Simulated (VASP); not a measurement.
# Cd (P6_3/mmc) in VASP: further runs, part 2 of 2

VASP 6.6.1.

## 3. Electric field gradients, PBEsol (volume scaled by 1.04)

The input, INCAR:

```
SYSTEM = Cd
PREC     = Accurate       ! precision mode
ENCUT    = 520            ! plane-wave cutoff, eV
EDIFF    = 1E-8           ! SCF threshold, eV
ISMEAR   = -1             ! smearing method
SIGMA    = 0.05           ! smearing width, eV
LREAL    = .False.        ! projectors in reciprocal space
LASPH    = .True.         ! aspherical terms in the spheres
NELM     = 80             ! most SCF steps
ALGO     = Normal         ! electronic algorithm
ISIF     = 2              ! what is computed and relaxed
LWAVE    = .False.        ! write WAVECAR
LCHARG   = .False.        ! write CHGCAR
GGA      = PS             ! functional
LEFG     = .True.       
NBANDS   = 19             ! bands
```

The input, KPOINTS:

```
regular mesh
0
Gamma
  14 14 7
  0 0 0
```

The input, POSCAR:

```
Cd
1.0
    3.0180726944      0.0000000000      0.0000000000
   -1.5090363471      2.6137276237      0.0000000000
    0.0000000000      0.0000000000      5.6915749249
Cd
2
Direct
    0.3333333333      0.6666666667      0.2500000000
    0.6666666667      0.3333333333      0.7500000000
```

Potentials or basis: VASP PAW PBE potentials, release 64 (Cd).

The run is started by

```sh
> cat potpaw_PBE.64/Cd/POTCAR > POTCAR
> mpirun -np 1 vasp_std > vasp.out
```

OUTCAR:

```text
SYSTEM = Cd
   PREC = Accurate
   ENCUT = 520
   EDIFF = 1E-8
   ISMEAR = -1
   LREAL = .False.
   LASPH = .True.
   NELM = 80
   ISIF = 2
   GGA = PS

 ion  position               nearest neighbor table
   1  0.333  0.667  0.250-   2 3.34   2 3.34   2 3.34   2 3.34   2 3.34   2 3.34
   2  0.667  0.333  0.750-   1 3.34   1 3.34   1 3.34   1 3.34   1 3.34   1 3.34

  LATTYP: Found a hexagonal cell.
 ALAT       =     3.0180726944
 C/A-ratio  =     1.8858309594

  Lattice vectors:

 A1 = (   3.0180726944,   0.0000000000,   0.0000000000)
 A2 = (  -1.5090363471,   2.6137276237,   0.0000000000)
 A3 = (   0.0000000000,   0.0000000000,   5.6915749249)

Analysis of symmetry for initial positions (statically):
=====================================================================
 Subroutine PRICEL returns:
 Original cell was already a primitive cell.

 Routine SETGRP: Setting up the symmetry group for a
 hexagonal supercell.

 Subroutine GETGRP returns: Found 24 space group operations
 (whereof 12 operations were pure point group operations)
 out of a pool of 24 trial point group operations.

The static configuration has the point symmetry D_3d.
 The point group associated with its full space group is D_6h.

Analysis of symmetry for dynamics (positions and initial velocities):
=====================================================================
 Subroutine PRICEL returns:
 Original cell was already a primitive cell.

 Routine SETGRP: Setting up the symmetry group for a
 hexagonal supercell.

 Subroutine GETGRP returns: Found 24 space group operations
 (whereof 12 operations were pure point group operations)
 out of a pool of 24 trial point group operations.

The dynamic configuration has the point symmetry D_3d.
 The point group associated with its full space group is D_6h.

 Subroutine INISYM returns: Found 24 space group operations
 (whereof 12 operations are pure point group operations),
 and found     1 'primitive' translations

----------------------------------------------------------------------------------------

                                     Primitive cell

  volume of cell :      44.8975

  direct lattice vectors                    reciprocal lattice vectors
     3.018072694  0.000000000  0.000000000     0.331337281  0.191297668  0.000000000
    -1.509036347  2.613727624  0.000000000     0.000000000  0.382595337  0.000000000
     0.000000000  0.000000000  5.691574925     0.000000000  0.000000000  0.175698293

  length of vectors
     3.018072694  3.018072694  5.691574925     0.382595337  0.382595337  0.175698293

  position of ions in fractional coordinates (direct lattice)
     0.333333333  0.666666667  0.250000000
     0.666666667  0.333333333  0.750000000

  ion indices of the primitive-cell ions
   primitive index   ion index
                 1           1
                 2           2

[... 76 lines left out ...]
   NFREE  =      0    steps in history (QN), initial steepest desc. (CG)
   ISIF   =      2    stress and relaxation
   ISYM   =      2    0-nonsym 1-usesym 2-fastsym
   POTIM  = 0.5000    time-step for ionic-motion
   TEBEG  =    0.0;   TEEND  =   0.0 temperature during run
   PSTRESS=    0.0 pullay stress
   NELECT =      24.0000    total number of electrons
   NUPDOWN=      -1.0000    fix difference up-down
   EMIN   =  10.00;   EMAX   =-10.00  energy-range for DOS
   EFERMI =   0.00;   METHOD = LEGACY
   ISMEAR =    -1;   SIGMA  =   0.05  broadening in eV -4-tet -1-fermi 0-gaus
   EFERMI_NEDOS =   21; number of points for ismear=-14 and -15
   IALGO  =     38    algorithm
   IMIX   =      4    mixing-type and parameters
     AMIX     =   0.40;   BMIX     =  1.00
     AMIX_MAG =   1.60;   BMIX_MAG =  1.00
  volume/ion in A,a.u.               =      22.45       151.49
  Fermi-wavevector in a.u.,A,eV,Ry     =   1.328631  2.510749 24.017829  1.765261
  Thomas-Fermi vector in A             =   2.457854
   LORBIT       =      0    0 simple, 1 ext, 2 COOP (PROOUT), +10 PAW based schemes
   GGA     = PS    functional components
   LHFCALC =     F    Hartree Fock is set to
   AEXX    =    0.0000 exact exchange contribution
   IVDW    =     0    specifies the selected vdW correction
   LEPSILON=     F    determine dielectric tensor
   LRPA    =     F    only Hartree local field effects (RPA)
 non-spin polarized calculation
  energy-cutoff  :      520.00
  volume of cell :       44.90
 maximum number of plane-waves:      1228
 NGX is ok and might be reduce to    24
   NGX = 11   NGY = 11   NGZ = 21

 number of electron      23.9999991 magnetization

 Free energy of the ion-electron system (eV)
  ---------------------------------------------------
  ext. energy  EPLUGINS =         0.00000000
  ---------------------------------------------------
  free energy    TOTEN  =        -2.36647727 eV

  energy without entropy =       -2.36004727  energy(sigma->0) =       -2.36326227

 E-fermi :   2.5336     XC(G=0): -11.0026

 val. band max:        2.4836644508   @ k =   0.3571   0.0714   0.0000
 cond. band min:       2.5549043443   @ k =   0.3571   0.1429   0.1429
 fundamental gap:      0.0712398934
 Fermi energy:         2.5335874951

 k-point     1 :       0.0000    0.0000    0.0000
  band No.  band energies     occupation
      1      -7.1583      2.00000
      2      -6.9118      2.00000
      3      -6.5759      2.00000
      4      -6.5759      2.00000
      5      -6.5289      2.00000
      6      -6.5289      2.00000
[... 505 lines left out ...]
      6      -6.3587      2.00000
[... 11 lines left out ...]
     18       8.2502      0.00000
     19      10.3748      0.00000

 [... further k-points ...]

------------------------ aborting loop because EDIFF is reached ----------------------------------------

  FORCE on cell =-STRESS in cart. coord.  units (eV):
  Direction    XX          YY          ZZ          XY          YZ          ZX
  --------------------------------------------------------------------------------------
  -------------------------------------------------------------------------------------
  Total       -0.8737558     -0.8737558     -0.7552207     -0.0000000      0.0000000      0.0000000
  in kB      -31.1801474    -31.1801474    -26.9502002     -0.0000000      0.0000000      0.0000000
  external PRESSURE =     -29.7701650 kB  Pullay stress =       0.0000000 kB

 VOLUME and BASIS-vectors are now :
 -----------------------------------------------------------------------------
  energy-cutoff  :      520.00
  volume of cell :       44.90
      direct lattice vectors                 reciprocal lattice vectors
     3.018072694  0.000000000  0.000000000     0.331337281  0.191297668  0.000000000
    -1.509036347  2.613727624  0.000000000     0.000000000  0.382595337  0.000000000
     0.000000000  0.000000000  5.691574925     0.000000000  0.000000000  0.175698293

 POSITION                                       TOTAL-FORCE (eV/Angst)
 -----------------------------------------------------------------------------------
     -0.00000      1.74249      1.42289         0.000000      0.000000      0.000000
      1.50904      0.87124      4.26868        -0.000000     -0.000000      0.000000
 -----------------------------------------------------------------------------------
    total drift:                                0.000000     -0.000000      0.000000

  FREE ENERGIE OF THE ION-ELECTRON SYSTEM (eV)
  ---------------------------------------------------
  free  energy   TOTEN  =        -2.3664772708 eV

  energy  without entropy=       -2.3600472740  energy(sigma->0) =       -2.36326227

 Electric field gradients (V/A^2)
---------------------------------------------------------------------
 ion       V_xx      V_yy      V_zz      V_xy      V_xz      V_yz
---------------------------------------------------------------------
   1     -37.830   -37.829    75.659     0.000     0.000    -0.000
   2     -37.830   -37.829    75.659     0.000    -0.000     0.000
---------------------------------------------------------------------

 Electric field gradients after diagonalization (V/A^2)
 (convention: |V_zz| > |V_xx| > |V_yy|)
----------------------------------------------------------------------
 ion       V_xx      V_yy      V_zz     asymmetry (V_yy - V_xx)/ V_zz
----------------------------------------------------------------------
   1     -37.830   -37.829    75.659       0.000
   2     -37.830   -37.829    75.659       0.000
----------------------------------------------------------------------

           NMR quadrupolar parameters

 Cq : quadrupolar parameter    Cq=e*Q*V_zz/h
 eta: asymmetry parameters     (V_yy - V_xx)/ V_zz
 Q  : nuclear electric quadrupole moment in mb (millibarn)
----------------------------------------------------------------------
 ion       Cq(MHz)       eta       Q (mb)
----------------------------------------------------------------------
   1       0.183       0.000       1.000
   2       0.183       0.000       1.000
----------------------------------------------------------------------
```

Run time: 29 s. Hardware: 1 thread of Intel Xeon Platinum 8488C (Sapphire Rapids), shared host; peak memory 0.2 GiB.

Results:

| Quantity | Value |
| --- | --- |
| Free energy | -2.3665 eV |
| Pressure | -3.0 GPa |
| Band gap on the k mesh | zero (band 12 reaches 3.78 eV, above the bottom of band 13 at -0.38 eV) |

Electric field gradients, principal values (V/Å²):
```tsv
atom	least	middle	greatest (by size)
1 Cd	-37.829	-37.830	75.659
2 Cd	-37.829	-37.830	75.659
```

Caveat: without QUAD_EFG the Cq values of the log hold for a quadrupole moment of 1 mb, not for the nuclei; the PAW data sets were made with another functional, which shifts forces and pressure a little.

## 4. Electric field gradients, PBEsol (volume scaled by 1.06)

The input, INCAR:

```
SYSTEM = Cd
  PREC = Accurate
  ENCUT = 520
  EDIFF = 1E-8
  ISMEAR = -1
  SIGMA = 0.05
  LREAL = .False.
  LASPH = .True.
  NELM = 100
  ALGO = Normal
  ISIF = 2
  LWAVE = .False.
  LCHARG = .False.
  GGA = PS
  LEFG = .True.
  NBANDS = 19
```

KPOINTS is that of step 3.

The input, POSCAR:

```
Cd
1.0
    3.0372966056      0.0000000000      0.0000000000
   -1.5186483028      2.6303760192      0.0000000000
    0.0000000000      0.0000000000      5.7278279719
Cd
2
Direct
    0.3333333333      0.6666666667      0.2500000000
    0.6666666667      0.3333333333      0.7500000000
```

Potentials or basis: VASP PAW PBE potentials, release 64 (Cd).

The run is started by

```sh
> cat potpaw_PBE.64/Cd/POTCAR > POTCAR
> mpirun -np 1 vasp_std > vasp.out
```

OUTCAR:

```text
SYSTEM = Cd
   PREC = Accurate
   ENCUT = 520
   EDIFF = 1E-8
   ISMEAR = -1
   LREAL = .False.
   LASPH = .True.
   NELM = 100
   ISIF = 2
   GGA = PS

 ion  position               nearest neighbor table
   1  0.333  0.667  0.250-   2 3.36   2 3.36   2 3.36   2 3.36   2 3.36   2 3.36
   2  0.667  0.333  0.750-   1 3.36   1 3.36   1 3.36   1 3.36   1 3.36   1 3.36

  LATTYP: Found a hexagonal cell.
 ALAT       =     3.0372966056
 C/A-ratio  =     1.8858309595

  Lattice vectors:

 A1 = (   3.0372966056,   0.0000000000,   0.0000000000)
 A2 = (  -1.5186483028,   2.6303760192,   0.0000000000)
[... 743 lines left out ...]
  free  energy   TOTEN  =        -2.3484343724 eV

  energy  without entropy=       -2.3418738848  energy(sigma->0) =       -2.34515413

 Electric field gradients (V/A^2)
---------------------------------------------------------------------
 ion       V_xx      V_yy      V_zz      V_xy      V_xz      V_yz
---------------------------------------------------------------------
   1     -36.255   -36.255    72.510    -0.000     0.000    -0.000
   2     -36.255   -36.255    72.510    -0.000    -0.000     0.000
---------------------------------------------------------------------

 Electric field gradients after diagonalization (V/A^2)
 (convention: |V_zz| > |V_xx| > |V_yy|)
----------------------------------------------------------------------
 ion       V_xx      V_yy      V_zz     asymmetry (V_yy - V_xx)/ V_zz
----------------------------------------------------------------------
   1     -36.255   -36.255    72.510       0.000
   2     -36.255   -36.255    72.510       0.000
----------------------------------------------------------------------

           NMR quadrupolar parameters

 Cq : quadrupolar parameter    Cq=e*Q*V_zz/h
 eta: asymmetry parameters     (V_yy - V_xx)/ V_zz
 Q  : nuclear electric quadrupole moment in mb (millibarn)
----------------------------------------------------------------------
 ion       Cq(MHz)       eta       Q (mb)
----------------------------------------------------------------------
   1       0.175       0.000       1.000
   2       0.175       0.000       1.000
----------------------------------------------------------------------
```

OSZICAR:

```text
N       E                     dE             d eps       ncg     rms          rms(c)
DAV:   1     0.174058301166E+03    0.17406E+03   -0.12930E+04  3648   0.126E+03
DAV:   2     0.157309449191E+01   -0.17249E+03   -0.16585E+03  3777   0.329E+02
DAV:   3    -0.249713919950E+01   -0.40702E+01   -0.40619E+01  4187   0.580E+01
DAV:   4    -0.250411162374E+01   -0.69724E-02   -0.69720E-02  4012   0.227E+00
DAV:   5    -0.250413350226E+01   -0.21879E-04   -0.21878E-04  4055   0.123E-01    0.373E+00
DAV:   6    -0.235906100906E+01    0.14507E+00   -0.35434E-01  3984   0.701E+00    0.313E+00
DAV:   7    -0.234991639736E+01    0.91446E-02   -0.24565E-02  3991   0.137E+00    0.181E+00
DAV:   8    -0.234839241482E+01    0.15240E-02   -0.29908E-03  3897   0.656E-01    0.792E-02
DAV:   9    -0.234841280635E+01   -0.20392E-04   -0.34759E-05  4031   0.583E-02    0.387E-02
DAV:  10    -0.234843461394E+01   -0.21808E-04   -0.17325E-05  3931   0.449E-02    0.306E-03
DAV:  11    -0.234843447888E+01    0.13506E-06   -0.89576E-08  4054   0.287E-03    0.134E-03
DAV:  12    -0.234843435606E+01    0.12282E-06   -0.76084E-09  3278   0.773E-04    0.621E-04
DAV:  13    -0.234843436743E+01   -0.11374E-07   -0.29508E-10  2034   0.178E-04    0.190E-04
DAV:  14    -0.234843437242E+01   -0.49872E-08   -0.65392E-11  2028   0.837E-05
   1 F= -.23484344E+01 E0= -.23451541E+01  d E =-.656049E-02
```

stdout:

```text
POSCAR found type information on POSCAR Cd
 POSCAR found :  1 types and       2 ions
 scaLAPACK will be used
 -----------------------------------------------------------------------------
|                                                                             |
|                                                                             |
|     You enforced a specific xc type in the INCAR file but a different       |
|     I HOPE YOU KNOW WHAT YOU ARE DOING!                                     |
|                                                                             |
 -----------------------------------------------------------------------------

 LDA part: xc-table for (Slater+PW92), standard interpolation
 POSCAR, INCAR and KPOINTS ok, starting setup
 FFT: planning ... GRIDC
 FFT: planning ... GRID_SOFT
 FFT: planning ... GRID
 WAVECAR not read
 entering main loop
ion   1

ion   2
```

It took 32 s on 1 thread of Intel Xeon Platinum 8488C (Sapphire Rapids), shared host; peak memory 0.21 GiB.

What came out:

```
Free energy            : -2.3484 eV
Pressure               : -3.7 GPa
Band gap on the k mesh : zero (band 12 reaches 3.63 eV, above the bottom of band 13 at -0.42 eV)
```

Levels at points of the mesh, in eV from the Fermi level:
| k point | band 10 | band 11 | band 12 | band 13 | band 14 | band 15 |
| --- | --- | --- | --- | --- | --- | --- |
| (0.00, 0.00, 0.00) | -8.37 | -8.37 | -3.09 | -2.82 | 10.18 | 14.18 |
| (0.50, 0.00, 0.00) | -8.11 | -2.22 | -1.86 | 1.83 | 2.83 | 2.95 |

Electric field gradients, principal values (V/Å²):
```csv
atom,least,middle,greatest (by size)
1 Cd,-36.255,-36.255,72.510
2 Cd,-36.255,-36.255,72.510
```

Caveat: without QUAD_EFG the Cq values of the log hold for a quadrupole moment of 1 mb, not for the nuclei; the PAW data sets were made with another functional, which shifts forces and pressure a little.

## 5. Overview

| cell | gap on the mesh (eV) | pressure (GPa) |
| --- | --- | --- |
| a = 2.999, b = 2.999, c = 5.655 Å, angles 90.0, 90.0, 120.0°, 2 atoms | none | -2.1 |
| a = 3.018, b = 3.018, c = 5.692 Å, angles 90.0, 90.0, 120.0°, 2 atoms | none | -3.0 |
| a = 3.037, b = 3.037, c = 5.728 Å, angles 90.0, 90.0, 120.0°, 2 atoms | none | -3.7 |

Alike in all rows: task electric field gradients; level PBEsol; potentials or basis VASP PAW PBE potentials, release 64 (Cd); no spin polarisation; k mesh 14 × 14 × 7; cutoff (eV) 520; smearing fermi-dirac 0.05 eV.

Caveats: the PAW data sets were made with another functional, which shifts forces and pressure a little.

Absolute energies hang on the potentials; compare differences alone.
